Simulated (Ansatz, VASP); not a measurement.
Si3N4 in VASP and in Ansatz

```xyz
14
Lattice="0.0000 3.8382 3.8382 3.8382 0.0000 3.8382 3.8382 3.8382 0.0000" Properties=species:S:1:pos:R:3 pbc="T T T"
Si    4.7978    4.7978    4.7978
Si    4.7978    2.8787    2.8787
Si    2.8787    2.8787    4.7978
Si    2.8787    4.7978    2.8787
Si    0.0000    0.0000    0.0000
Si    1.9191    1.9191    1.9191
N     2.9355    2.9355    2.9355
N     6.6601    4.8546    4.8546
N     4.7410    4.7410    2.9355
N     4.8546    6.6601    4.8546
N     2.9355    4.7410    4.7410
N     6.6601    6.6601    6.6601
N     4.7410    2.9355    4.7410
N     4.8546    4.8546    6.6601
```

Alike in both runs: task relaxation of cell and atoms; functional PBEsol; k mesh 6 × 6 × 6; no spin polarisation.

|  | VASP | Ansatz |
| --- | --- | --- |
| version | VASP 6.6.1 | Ansatz 0.2.0 |
| potentials or method | VASP PAW PBE potentials, release 64 (Si, N), cutoff 600 eV | scalar-relativistic, plane waves, PAW |
| occupations | gaussian, width 0.01 eV | fixed |
| valence electrons in the cell | 64 | 64 |

Ansatz gave:

| Item | Value |
| --- | --- |
| gap on the k mesh at the Fermi level, each at its own relaxed structure (eV) | 3.29 |
| relaxed volume (Å³/atom) | 8.29 |
| relaxed cell length with the largest relative difference (Å) | 5.476 |

**Question.** Which values does VASP return?

**Answer.** gap on the k mesh at the Fermi level, each at its own relaxed structure (eV): 3.28; relaxed volume (Å³/atom): 8.30; relaxed cell length with the largest relative difference (Å): 5.477.

VASP's potentials were made for PBE, not for PBEsol.
